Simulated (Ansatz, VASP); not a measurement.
InSb3 in VASP and in Ansatz

```
CELL_PARAMETERS angstrom
4.80637 0.00000 0.00000
0.00000 4.80637 0.00000
0.00000 0.00000 4.80637
ATOMIC_POSITIONS crystal
In 0.00000 0.00000 0.00000
Sb 0.50000 0.00000 0.50000
Sb 0.00000 0.50000 0.50000
Sb 0.50000 0.50000 0.00000
```

Alike in both runs: task single point; functional PBE; k mesh 6 × 6 × 6; occupations fermi-dirac, width 0.069 eV; no spin polarisation.

|  | VASP | Ansatz |
| --- | --- | --- |
| version | VASP 6.6.1 | Ansatz 0.2.0 |
| potentials or method | VASP PAW PBE potentials, release 64 (In_d, Sb), cutoff 520 eV | scalar-relativistic, plane waves, PAW |
| valence electrons in the cell | 28 | 58 |

Ansatz gave:

| Quantity | Value |
| --- | --- |
| gap on the k mesh at the Fermi level (eV) | none |
| pressure (GPa) | 0.2 |

Problem. Which values does VASP return?

Solution. gap on the k mesh at the Fermi level (eV): none; pressure (GPa): 0.1.

A gap of «none» marks a metal or a gap that the smearing closes. VASP's potentials hold 28 valence electrons a cell and Ansatz's 58, so a difference there can come from the potentials and not from the codes.

Neither program's run includes spin-orbit coupling.
